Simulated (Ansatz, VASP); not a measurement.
One calculation of Rh, two programs

Contents of INCAR:

```
SYSTEM = Rh
ALGO = Normal
EDIFF = 1E-6
ENCUT = 500
GGA = PE
GGA_COMPAT = .False.
ISIF = 2
ISMEAR = -1
ISPIN = 2
LASPH = .True.
LCHARG = .False.
LMAXMIX = 4
LORBIT = 11
LREAL = .False.
LWAVE = .False.
MAGMOM = 0
NBANDS = 18
NELM = 200
PREC = Accurate
SIGMA = 0.1
```

Contents of KPOINTS:

```
k-points
0
Gamma
  8 8 8
  0 0 0
```

Contents of POSCAR:

```
Rh
1.0
    0.0000000000      1.9381040000      1.9381040000
    1.9381040000      0.0000000000      1.9381040000
    1.9381040000      1.9381040000      0.0000000000
Rh
1
Direct
    0.0000000000      0.0000000000      0.0000000000
```

Input for Ansatz:

```yaml
crystal:
  lattice:
    - [0, 1.938104, 1.938104]
    - [1.938104, 0, 1.938104]
    - [1.938104, 1.938104, 0]
  atoms:
    - { symbol: Rh, position: [0, 0, 0] }
kpoints:
  mp_grid: { grid: [8, 8, 8], shift: [0, 0, 0] }
hamiltonian:
  xc: pbe
  pseudopotentials: { kind: paw }
scf:
  occupations: { method: fermi_dirac }
magnetization:
  spin_polarized: true
```

Alike in both runs: task single point; functional PBE; k mesh 8 × 8 × 8; collinear spin.

```csv
,VASP,Ansatz
version,VASP 6.6.1,Ansatz 0.2 development build
potentials or method,"VASP PAW PBE potentials, release 64 (Rh_pv)","PAW hard, scalar-relativistic"
plane-wave cutoff (eV),500,540
occupations,"fermi-dirac, width 0.1 eV",fermi-dirac
```

```csv
,VASP,Ansatz,Ansatz less VASP
net moment per atom (μB),0.00,0.00,0.000
```
